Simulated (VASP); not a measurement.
# Co in VASP: single point with PBE

Aim: the single point of Co with PBE.

Program: VASP 6.6.1. These are calculated values, not measurements. Logs are shortened: lines on timing, memory, paths and dates and some standing lists are left out, and cuts for length are marked.

## Step 1: The cell of the first run

The cell holds a slab with vacuum, 6 atoms: a = 2.493 Å, b = 2.493 Å, c = 23.092 Å, α = 90.00°, β = 90.00°, γ = 120.00°.

## Step 2: Single point, PBE, collinear spin, ferromagnetic start

Input file INCAR:

```
PREC = Accurate
ENCUT = 520
EDIFF = 1E-6
ISMEAR = -1
SIGMA = 0.1
LREAL = F
LASPH = T
NELM = 150
ALGO = Normal
ISIF = 2
LWAVE = F
LCHARG = F
ISPIN = 2
MAGMOM = 1.7 1.7 1.7 1.7 1.7 1.7
LORBIT = 11
LMAXMIX = 4
LDIPOL = T
IDIPOL = 3
DIPOL = 0.5 0.5 0.500
GGA = PE
NBANDS = 40
```

Input file KPOINTS:

```
regular mesh
0
Gamma
  15 15 1
```

Input file POSCAR:

```
Co
1.0
    2.4930397963      0.0000000000      0.0000000000
   -1.2465198982      2.1590357963      0.0000000000
    0.0000000000      0.0000000000     23.0923000000
Co
6
Direct
    0.8333333333      0.1666666667      0.2832732363
    0.1666666667      0.8333333333      0.3680298983
    0.8333333333      0.1666666667      0.4568039930
    0.1666666667      0.8333333333      0.5431962988
    0.8333333333      0.1666666667      0.6319700558
    0.1666666667      0.8333333333      0.7167265178
```

Potentials or basis: VASP PAW PBE potentials, release 64 (Co).

Command:

```console
$ cat potpaw_PBE.64/Co/POTCAR > POTCAR
$ mpirun -np 1 vasp_std > vasp.out
```

OUTCAR:

```text
PREC = Accurate
   ENCUT = 520
   EDIFF = 1E-6
   ISMEAR = -1
   LREAL = F
   LASPH = T
   NELM = 150
   ISIF = 2
   ISPIN = 2
   LORBIT = 11
   GGA = PE

 ion  position               nearest neighbor table
   1  0.833  0.167  0.283-   2 2.43   2 2.43   2 2.43
   2  0.167  0.833  0.368-   1 2.43   1 2.43   1 2.43   3 2.50   3 2.50   3 2.50
   3  0.833  0.167  0.457-   4 2.46   4 2.46   4 2.46   2 2.50   2 2.50   2 2.50
   4  0.167  0.833  0.543-   3 2.46   3 2.46   3 2.46   5 2.50   5 2.50   5 2.50
   5  0.833  0.167  0.632-   6 2.43   6 2.43   6 2.43   4 2.50   4 2.50   4 2.50
   6  0.167  0.833  0.717-   5 2.43   5 2.43   5 2.43

  LATTYP: Found a hexagonal cell.
 ALAT       =     2.4930397963
 C/A-ratio  =     9.2627081342

  Lattice vectors:

 A1 = (   2.4930397963,   0.0000000000,   0.0000000000)
 A2 = (  -1.2465198982,   2.1590357963,   0.0000000000)
 A3 = (   0.0000000000,   0.0000000000,  23.0923000000)

Analysis of symmetry for initial positions (statically):
=====================================================================
 Subroutine PRICEL returns:
 Original cell was already a primitive cell.

 Routine SETGRP: Setting up the symmetry group for a
 hexagonal supercell.

 Subroutine GETGRP returns: Found 12 space group operations
 (whereof  4 operations were pure point group operations)
 out of a pool of 24 trial point group operations.

The static configuration has the point symmetry C_2h.
 The point group associated with its full space group is D_3d.

Analysis of symmetry for dynamics (positions and initial velocities):
=====================================================================
 Subroutine PRICEL returns:
 Original cell was already a primitive cell.

 Routine SETGRP: Setting up the symmetry group for a
 hexagonal supercell.

 Subroutine GETGRP returns: Found 12 space group operations
 (whereof  4 operations were pure point group operations)
 out of a pool of 24 trial point group operations.

The dynamic configuration has the point symmetry C_2h.
 The point group associated with its full space group is D_3d.

Analysis of structural, dynamic, and magnetic symmetry:
=====================================================================
 Subroutine PRICEL returns:
 Original cell was already a primitive cell.

 Routine SETGRP: Setting up the symmetry group for a
 hexagonal supercell.

 Subroutine GETGRP returns: Found 12 space group operations
 (whereof  4 operations were pure point group operations)
 out of a pool of 24 trial point group operations.

[... 156 lines left out ...]
  ---------------------------------------------------
  ext. energy  EPLUGINS =         0.00000000
  ---------------------------------------------------
  free energy    TOTEN  =       -40.88394890 eV

  energy without entropy =      -40.70062977  energy(sigma->0) =      -40.79228933

 E-fermi :   3.1238     XC(G=0):  -7.8352

 val. band max:        3.1233413787   @ k =   0.4000  -0.0000   0.0000
 cond. band min:       3.1474831583   @ k =   0.1333   0.1333   0.0000
 fundamental gap:      0.0241417795
 Fermi energy:         3.1237916281

 spin component 1

 k-point     1 :       0.0000    0.0000    0.0000
  band No.  band energies     occupation
      1      -5.5824      1.00000
      2      -4.9463      1.00000
      3      -3.9345      1.00000
      4      -2.7957      1.00000
      5      -2.1966      1.00000
      6      -2.0422      1.00000
[... 997 lines left out ...]
     38      10.3967      0.00000
     39      11.3769      0.00000

 [... further k-points ...]

 spin component 2

 k-point     1 :       0.0000    0.0000    0.0000
  band No.  band energies     occupation
      1      -5.5839      1.00000
      2      -4.9357      1.00000
      3      -3.8871      1.00000
      4      -2.5786      1.00000
      5      -1.5934      1.00000
      6      -1.1693      1.00000
[... 997 lines left out ...]
     38      11.0963      0.00000
     39      12.0240      0.00000

 [... further k-points ...]

 [bands above 39 left out]

------------------------ aborting loop because EDIFF is reached ----------------------------------------

 vacuum level on the upper side and lower side of the slab       (xc-potential included)        -0.007        -0.007

  FORCE on cell =-STRESS in cart. coord.  units (eV):
  Direction    XX          YY          ZZ          XY          YZ          ZX
  --------------------------------------------------------------------------------------
  -------------------------------------------------------------------------------------
  Total       -1.5186539     -1.5186539     -0.2908645      0.0000000      0.0000000     -0.0000000
  in kB      -19.5755127    -19.5755127     -3.7492555      0.0000000      0.0000000     -0.0000000
  external PRESSURE =     -14.3000936 kB  Pullay stress =       0.0000000 kB

 VOLUME and BASIS-vectors are now :
 -----------------------------------------------------------------------------
  energy-cutoff  :      520.00
  volume of cell :      124.30
      direct lattice vectors                 reciprocal lattice vectors
     2.493039796  0.000000000  0.000000000     0.401116742  0.231584859  0.000000000
    -1.246519898  2.159035796  0.000000000     0.000000000  0.463169718  0.000000000
     0.000000000  0.000000000 23.092300000     0.000000000  0.000000000  0.043304478

 POSITION                                       TOTAL-FORCE (eV/Angst)
 -----------------------------------------------------------------------------------
      1.86978      0.35984      6.54143        -0.000000      0.000000      0.031010
     -0.62326      1.79920      8.49866         0.000000      0.000000     -0.003292
      1.86978      0.35984     10.54865        -0.000000      0.000000     -0.001452
     -0.62326      1.79920     12.54365         0.000000     -0.000000      0.001452
      1.86978      0.35984     14.59364         0.000000      0.000000      0.003292
     -0.62326      1.79920     16.55086        -0.000000      0.000000     -0.031010
 -----------------------------------------------------------------------------------
    total drift:                                0.000000     -0.000000     -0.000011

  FREE ENERGIE OF THE ION-ELECTRON SYSTEM (eV)
  ---------------------------------------------------
  free  energy   TOTEN  =       -40.8839488960 eV

  energy  without entropy=      -40.7006297686  energy(sigma->0) =      -40.79228933

 vacuum level on the upper side and lower side of the slab         8.133         8.133

 total charge

# of ion       s       p       d       tot
------------------------------------------
    1        0.485   0.411   7.242   8.138
    2        0.488   0.526   7.268   8.282
    3        0.487   0.519   7.262   8.268
    4        0.487   0.519   7.262   8.268
    5        0.488   0.526   7.268   8.282
    6        0.485   0.411   7.242   8.138
--------------------------------------------------
tot          2.922   2.911  43.543  49.376

 magnetization (x)

# of ion       s       p       d       tot
------------------------------------------
    1       -0.011  -0.040   1.780   1.729
    2       -0.015  -0.055   1.728   1.657
    3       -0.014  -0.054   1.694   1.627
    4       -0.014  -0.054   1.694   1.627
    5       -0.015  -0.055   1.728   1.657
    6       -0.011  -0.040   1.780   1.729
--------------------------------------------------
tot         -0.081  -0.298  10.404  10.026
```

stdout:

```text
POSCAR found type information on POSCAR Co
 POSCAR found :  1 types and       6 ions
 scaLAPACK will be used
 LDA part: xc-table for (Slater+PW92), standard interpolation
 POSCAR, INCAR and KPOINTS ok, starting setup
 FFT: planning ... GRIDC
 FFT: planning ... GRID_SOFT
 FFT: planning ... GRID
 WAVECAR not read
 entering main loop
```

Run time: 6.1 min. Hardware: 1 thread of Intel Xeon 6975P-C (Granite Rapids), shared host; peak memory 0.41 GiB.

What came out:

| Property | Result |
| --- | --- |
| Free energy | -40.8839 eV |
| Largest force | 0.031 eV/Å |
| Net moment | 9.91 μB per cell |
| Site moments | Co +1.73, +1.66, +1.63 (each value once) μB |
| Valence electrons inside the program's atomic spheres | Co 8.14, 8.28, 8.27 (each value once) |

Forces on the atoms (eV/Å):
```
Co   0.000  0.000  0.031
Co   0.000  0.000 -0.003
Co   0.000  0.000 -0.001
Co   0.000  0.000  0.001
Co   0.000  0.000  0.003
Co   0.000  0.000 -0.031
```
